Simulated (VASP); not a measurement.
# Ge (C2/c) in VASP: single point with PBEsol

Aim: the single point of Ge with PBEsol.

All numbers are computed with VASP 6.6.1; they aren't measurements. Logs are shortened: lines on timing, memory, paths and dates and some standing lists are left out, and cuts for length are marked.

## (1) The cell of the first run

Symmetry: C2/c, No. 15, monoclinic system. The conventional cell has a = 2.841 Å, b = 7.310 Å, c = 3.936 Å, α = 90.00°, β = 110.96°, γ = 90.00°. Within 3.5 Å of Ge (site symmetry 2) lie 10 Ge at 2.69 to 3.36 Å.

## (2) Single point, PBEsol (19.08 Å³/atom)

File INCAR:

```
PREC = Accurate ; ENCUT = 520
EDIFF = 1E-6 ; ISMEAR = -1
SIGMA = 0.1 ; LREAL = False
LASPH = True ; NELM = 80
ALGO = Normal ; ISIF = 2
LWAVE = False ; LCHARG = False
GGA = PS ; NBANDS = 21
```

File KPOINTS:

```
regular mesh
0
Gamma
  21 21 14
```

File POSCAR:

```
Ge
1.0
   -2.5828962576      2.5863382620      1.4203865914
    2.5863382620     -2.5828962576      1.4203865914
    2.5975834590      2.5975834590     -1.4140825541
Ge
2
Direct
    0.9999377294      0.0000622706      1.0000000000
    0.7500622706      0.2499377294      0.5000000000
```

Potentials or basis: VASP PAW PBE potentials, release 64 (Ge_d).

Command:

```bash
cat potpaw_PBE.64/Ge_d/POTCAR > POTCAR
mpirun -np 1 vasp_std > vasp.out
```

OUTCAR:

```text
PREC = Accurate
   ENCUT = 520
   EDIFF = 1E-6
   ISMEAR = -1
   LREAL = False
   LASPH = True
   NELM = 80
   ISIF = 2
   GGA = PS

 ion  position               nearest neighbor table
   1  1.000  0.000  0.000-   2 2.69   2 2.69   2 2.69   2 2.69
   2  0.750  0.250  0.500-   1 2.69   1 2.69   1 2.69   1 2.69

  LATTYP: Found a base centered monoclinic cell.
 ALAT       =     2.8407773533
 B/A-ratio  =     2.5733806827
 C/A-ratio  =     1.3856441543
 COS(beta)  =    -0.3576413029

  Lattice vectors:

 A1 = (  -2.5828962576,   2.5863382620,   1.4203865914)
 A2 = (   2.5863382620,  -2.5828962576,   1.4203865914)
 A3 = (   2.5975834590,   2.5975834590,  -1.4140825541)

Analysis of symmetry for initial positions (statically):
=====================================================================
 Subroutine PRICEL returns:
 Original cell was already a primitive cell.

 Routine SETGRP: Setting up the symmetry group for a
 base centered monoclinic supercell.

 Subroutine GETGRP returns: Found  4 space group operations
 (whereof  2 operations were pure point group operations)
 out of a pool of  4 trial point group operations.

The static configuration has the point symmetry C_2 .
 The point group associated with its full space group is C_2h.

Analysis of symmetry for dynamics (positions and initial velocities):
=====================================================================
 Subroutine PRICEL returns:
 Original cell was already a primitive cell.

 Routine SETGRP: Setting up the symmetry group for a
 base centered monoclinic supercell.

 Subroutine GETGRP returns: Found  4 space group operations
 (whereof  2 operations were pure point group operations)
 out of a pool of  4 trial point group operations.

The dynamic configuration has the point symmetry C_2 .
 The point group associated with its full space group is C_2h.

 Subroutine INISYM returns: Found  4 space group operations
 (whereof  2 operations are pure point group operations),
 and found     1 'primitive' translations

----------------------------------------------------------------------------------------

                                     Primitive cell

  volume of cell :      38.1697

  direct lattice vectors                    reciprocal lattice vectors
    -2.582896258  2.586338262  1.420386591    -0.000973133  0.192479108  0.351784803
     2.586338262 -2.582896258  1.420386591     0.192479108 -0.000973133  0.351784803
     2.597583459  2.597583459 -1.414082554     0.192359717  0.192359717 -0.000466143

  length of vectors
     3.921478899  3.921478899  3.936306533     0.401000875  0.401000875  0.272038119

  position of ions in fractional coordinates (direct lattice)
     0.999937729  0.000062271  0.000000000
     0.750062271  0.249937729  0.500000000

  ion indices of the primitive-cell ions
   primitive index   ion index
                 1           1
                 2           2

----------------------------------------------------------------------------------------

 KPOINTS: regular mesh

Automatic generation of k-mesh.
 Grid dimensions read from file:
 generate k-points for:   21   21   14

 Generating k-lattice:

  Cartesian coordinates                     Fractional coordinates (reciprocal lattice)
    -0.000046340  0.009165672  0.016751657     0.047619048 -0.000000000 -0.000000000
     0.009165672 -0.000046340  0.016751657    -0.000000000  0.047619048 -0.000000000
     0.013739980  0.013739980 -0.000033296     0.000000000  0.000000000  0.071428571

  Length of vectors
     0.019095280  0.019095280  0.019431294

  Shift w.r.t. Gamma in fractional coordinates (k-lattice)
     0.000000000  0.000000000  0.000000000

 Subroutine IBZKPT returns following result:
 ===========================================

 Found   1628 irreducible k-points:

 Following reciprocal coordinates:
            Coordinates               Weight
  0.000000  0.000000  0.000000      1.000000
  0.047619 -0.000000 -0.000000      4.000000
  0.095238 -0.000000  0.000000      4.000000
  0.142857  0.000000 -0.000000      4.000000
  0.190476 -0.000000  0.000000      4.000000
  0.238095 -0.000000 -0.000000      4.000000
[... 16 lines left out ...]
 -0.428571  0.047619  0.000000      4.000000
 -0.380952  0.047619  0.000000      4.000000
 [... further k-points ...]
   k-points           NKPTS =   1628   k-points in BZ     NKDIM =   1628   number of bands    NBANDS=     21
   number of dos      NEDOS =    301   number of ions     NIONS =      2
   total plane-waves  NPLWV =  27000
   dimension x,y,z NGX =    30 NGY =   30 NGZ =   30
   dimension x,y,z NGXF=    60 NGYF=   60 NGZF=   60
   ions per type =               2
   NGX,Y,Z   is equivalent  to a cutoff of  12.72, 12.72, 12.67 a.u.
   NGXF,Y,Z  is equivalent  to a cutoff of  25.44, 25.44, 25.34 a.u.
 SYSTEM =  unknown system
   PREC   = accura    normal or accurate (medium, high low for compatibility)
   ISTART =      0    job   : 0-new  1-cont  2-samecut
   ICHARG =      2    charge: 1-file 2-atom 10-const
   ISPIN  =      1    spin polarized calculation?
   LNONCOLLINEAR =      F non collinear calculations
   LSORBIT =      F    spin-orbit coupling
   LASPH  =      T    aspherical Exc in radial PAW
   ENCUT  =  520.0 eV  38.22 Ry    6.18 a.u.   7.29  7.29  7.32*2*pi/ulx,y,z
   NELM   =     80;   NELMIN=  2; NELMDL= -5     # of ELM steps
   EDIFF  = 0.1E-05   stopping-criterion for ELM
   LREAL  =      F    real-space projection
   EDIFFG = 0.1E-04   stopping-criterion for IOM
   NSW    =      0    number of steps for IOM
   IBRION =     -1    ionic relax: 0-MD 1-quasi-New 2-CG
   NFREE  =      0    steps in history (QN), initial steepest desc. (CG)
   ISIF   =      2    stress and relaxation
   ISYM   =      2    0-nonsym 1-usesym 2-fastsym
   POTIM  = 0.5000    time-step for ionic-motion
   TEBEG  =    0.0;   TEEND  =   0.0 temperature during run
   PSTRESS=    0.0 pullay stress
   NELECT =      28.0000    total number of electrons
   NUPDOWN=      -1.0000    fix difference up-down
   EMIN   =  10.00;   EMAX   =-10.00  energy-range for DOS
   EFERMI =   0.00;   METHOD = LEGACY
   ISMEAR =    -1;   SIGMA  =   0.10  broadening in eV -4-tet -1-fermi 0-gaus
   EFERMI_NEDOS =   21; number of points for ismear=-14 and -15
   IALGO  =     38    algorithm
   IMIX   =      4    mixing-type and parameters
     AMIX     =   0.40;   BMIX     =  1.00
     AMIX_MAG =   1.60;   BMIX_MAG =  1.00
  volume/ion in A,a.u.               =      19.08       128.79
  Fermi-wavevector in a.u.,A,eV,Ry     =   1.476459  2.790102 29.659750  2.179930
  Thomas-Fermi vector in A             =   2.590983
   LORBIT       =      0    0 simple, 1 ext, 2 COOP (PROOUT), +10 PAW based schemes
   GGA     = PS    functional components
   LHFCALC =     F    Hartree Fock is set to
   AEXX    =    0.0000 exact exchange contribution
   IVDW    =     0    specifies the selected vdW correction
   LEPSILON=     F    determine dielectric tensor
   LRPA    =     F    only Hartree local field effects (RPA)
 non-spin polarized calculation
  energy-cutoff  :      520.00
  volume of cell :       38.17
 maximum number of plane-waves:      1047
 NGX is ok and might be reduce to    30
   NGX = 15   NGY = 15   NGZ = 15

 number of electron      28.0000020 magnetization

 Free energy of the ion-electron system (eV)
  ---------------------------------------------------
  ext. energy  EPLUGINS =         0.00000000
  ---------------------------------------------------
  free energy    TOTEN  =        -9.53635253 eV

  energy without entropy =       -9.50852003  energy(sigma->0) =       -9.52243628

 E-fermi :   6.3169     XC(G=0): -11.3194

 val. band max:        6.3156512162   @ k =  -0.3333   0.0476   0.0714
 cond. band min:       6.3176621428   @ k =  -0.3810   0.1429   0.2857
 fundamental gap:      0.0020109266
 Fermi energy:         6.3169218773

 k-point     1 :       0.0000    0.0000    0.0000
  band No.  band energies     occupation
      1     -18.3136      2.00000
      2     -18.2690      2.00000
      3     -18.2419      2.00000
      4     -18.2381      2.00000
      5     -18.1474      2.00000
      6     -18.1471      2.00000
[... 13 lines left out ...]
     20      17.8510      0.00000
     21      18.7617      0.00000

 k-point     2 :       0.0476   -0.0000   -0.0000
  band No.  band energies     occupation
      1     -18.3128      2.00000
      2     -18.2663      2.00000
      3     -18.2408      2.00000
      4     -18.2349      2.00000
      5     -18.1496      2.00000
      6     -18.1493      2.00000
[... 13 lines left out ...]
     20      17.8804      0.00000
     21      18.9566      0.00000

 k-point     3 :       0.0952   -0.0000    0.0000
  band No.  band energies     occupation
      1     -18.3103      2.00000
      2     -18.2586      2.00000
      3     -18.2376      2.00000
      4     -18.2258      2.00000
      5     -18.1552      2.00000
      6     -18.1533      2.00000
[... 13 lines left out ...]
     20      17.5706      0.00000
     21      18.1152      0.00000

 k-point     4 :       0.1429    0.0000   -0.0000
  band No.  band energies     occupation
      1     -18.3062      2.00000
      2     -18.2471      2.00000
      3     -18.2327      2.00000
      4     -18.2131      2.00000
      5     -18.1627      2.00000
      6     -18.1565      2.00000
[... 13 lines left out ...]
     20      16.7077      0.00000
     21      17.2574      0.00000

 k-point     5 :       0.1905   -0.0000    0.0000
  band No.  band energies     occupation
      1     -18.3007      2.00000
      2     -18.2340      2.00000
      3     -18.2266      2.00000
      4     -18.2010      2.00000
      5     -18.1711      2.00000
      6     -18.1558      2.00000
[... 13 lines left out ...]
     20      15.8905      0.00000
     21      16.8825      0.00000
[... 382 lines left out ...]
     20      17.6383      0.00000
     21      18.4996      0.00000

 k-point    22 :      -0.4762    0.0476    0.0000
  band No.  band energies     occupation
      1     -18.2717      2.00000
      2     -18.2299      2.00000
      3     -18.2218      2.00000
      4     -18.2002      2.00000
      5     -18.1744      2.00000
      6     -18.1735      2.00000
[... 13 lines left out ...]
     20      17.5574      0.00000
     21      18.4432      0.00000

 k-point    23 :      -0.4286    0.0476    0.0000
  band No.  band energies     occupation
      1     -18.2744      2.00000
      2     -18.2232      2.00000
      3     -18.2179      2.00000
      4     -18.2035      2.00000
      5     -18.1770      2.00000
      6     -18.1710      2.00000
[... 13 lines left out ...]
     20      16.3451      0.00000
     21      18.2896      0.00000

 k-point    24 :      -0.3810    0.0476    0.0000
  band No.  band energies     occupation
      1     -18.2786      2.00000
      2     -18.2168      2.00000
      3     -18.2121      2.00000
      4     -18.2075      2.00000
      5     -18.1808      2.00000
      6     -18.1663      2.00000
[... 13 lines left out ...]
     20      15.2045      0.00000
     21      17.6754      0.00000

 [... further k-points ...]

------------------------ aborting loop because EDIFF is reached ----------------------------------------

  FORCE on cell =-STRESS in cart. coord.  units (eV):
  Direction    XX          YY          ZZ          XY          YZ          ZX
  --------------------------------------------------------------------------------------
  -------------------------------------------------------------------------------------
  Total       -0.6962590     -0.6962590     -0.6803226     -0.0610419     -0.0265252     -0.0265252
  in kB      -29.2255537    -29.2255537    -28.5566211     -2.5622427     -1.1133971     -1.1133979
  external PRESSURE =     -29.0025762 kB  Pullay stress =       0.0000000 kB

 VOLUME and BASIS-vectors are now :
 -----------------------------------------------------------------------------
  energy-cutoff  :      520.00
  volume of cell :       38.17
      direct lattice vectors                 reciprocal lattice vectors
    -2.582896258  2.586338262  1.420386591    -0.000973133  0.192479108  0.351784803
     2.586338262 -2.582896258  1.420386591     0.192479108 -0.000973133  0.351784803
     2.597583459  2.597583459 -1.414082554     0.192359717  0.192359717 -0.000466143

 POSITION                                       TOTAL-FORCE (eV/Angst)
 -----------------------------------------------------------------------------------
     -2.58257      2.58602      1.42039        -0.002980      0.002980     -0.000000
      0.00788      2.59314      0.71335         0.002980     -0.002980      0.000000
 -----------------------------------------------------------------------------------
    total drift:                               -0.000000     -0.000000      0.000000

  FREE ENERGIE OF THE ION-ELECTRON SYSTEM (eV)
  ---------------------------------------------------
  free  energy   TOTEN  =        -9.5363525335 eV

  energy  without entropy=       -9.5085200282  energy(sigma->0) =       -9.52243628
```

Wall time 28 min (1 thread of Oxide Virtual Turin-like, shared host); peak memory 0.97 GiB.

Results:

```
Free energy            : -9.5364 eV
Pressure               : -2.9 GPa
Largest force          : 0.004 eV/Å
Band gap on the k mesh : zero (bands 14 and 15 overlap by 5.30 eV)
```

Forces on the atoms (eV/Å):
```
Ge  -0.003  0.003  0.000
Ge   0.003 -0.003  0.000
```

Caveat: the PAW data sets were made with another functional, which shifts forces and pressure a little.
